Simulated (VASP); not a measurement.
The system is Sr3Cd.

```
CELL_PARAMETERS angstrom
5.08844 0.00000 0.00000
0.00000 5.08844 0.00000
0.00000 0.00000 5.08844
ATOMIC_POSITIONS crystal
Sr 0.00000 0.50000 0.50000
Sr 0.50000 0.00000 0.50000
Sr 0.50000 0.50000 0.00000
Cd 0.00000 0.00000 0.00000
```

| Item | Value |
| --- | --- |
| Program | VASP 6.6.1 |
| Task | relaxation of cell and atoms |
| Functional | PBE |
| Potentials or basis | VASP PAW PBE potentials, release 64 (Sr_sv, Cd) |
| Cutoff | 600 eV |
| k mesh | 4 × 4 × 4 |
| Occupations | gaussian, width 0.1 eV |
| Spin | no spin polarisation |

At the start: pressure 6.1 GPa; volume 32.94 Å³/atom.

Q: Where does the relaxation end?

A: Over 4 steps the energy falls by 155.0 meV/atom and the volume is 42.75 Å³/atom (+29.8 %); space group Pm-3m (No. 221, to 0.05 Å).

Step by step:
```csv
step,energy change (eV),largest force (eV/Å),pressure (GPa),volume (Å³)
1,0.0000,0.0000,6.14,131.75
2,-0.5635,0.0000,1.44,157.33
3,-0.6136,0.0000,-0.41,175.52
4,-0.6198,0.0000,-0.03,171.02
```

Final structure:
```
Sr Cd
1.0
     5.55070    0.00000    0.00000
     0.00000    5.55070    0.00000
     0.00000    0.00000    5.55070
Sr Cd
3 1
Direct
  0.00000 0.50000 0.50000
  0.50000 0.00000 0.50000
  0.50000 0.50000 0.00000
  0.00000 0.00000 0.00000
```

Caveat: the volume moved by over 15 % at a fixed basis, so the end points are rough.
